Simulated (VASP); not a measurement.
Input of a VASP 6.6.1 run:

The input INCAR:

```
PREC = Accurate
ENCUT = 520
EDIFF = 1E-7
ISMEAR = -1
SIGMA = 0.05
LREAL = False
LASPH = True
NELM = 80
ALGO = Normal
ISIF = 2
LWAVE = False
LCHARG = False
GGA = PS
NBANDS = 26
```

File KPOINTS:

```
regular mesh
0
Gamma
  11 11 11
```

The input POSCAR:

```
NbAs
1.0
   -1.6629340876      1.6629340876      5.4427043597
    1.6629340876     -1.6629340876      5.4427043597
    1.6629340876      1.6629340876     -5.4427043597
Nb As
2 2
Direct
    0.4973918701     -0.0026081299      0.5000000000
    0.7473918701      0.7473918701      0.0000000000
    0.9186081299      0.4186081299      0.5000000000
    0.1686081299      0.1686081299      0.0000000000
```

Potentials or basis: VASP PAW PBE potentials, release 64 (Nb_sv, As).

Command:

```bash
$ cat potpaw_PBE.64/Nb_sv/POTCAR potpaw_PBE.64/As/POTCAR > POTCAR
$ mpirun -np 1 vasp_std > vasp.out
```

(1) Predict the pressure.

(2) What does it give for the largest force?

(3) Predict the band gap on the k mesh.

## Answers

(1) 30.4 GPa.

(2) 0.011 eV/Å.

(3) 0.02 eV, indirect (least direct gap 0.07 eV).

Caveat: the PAW data sets were made with another functional, which shifts forces and pressure a little.
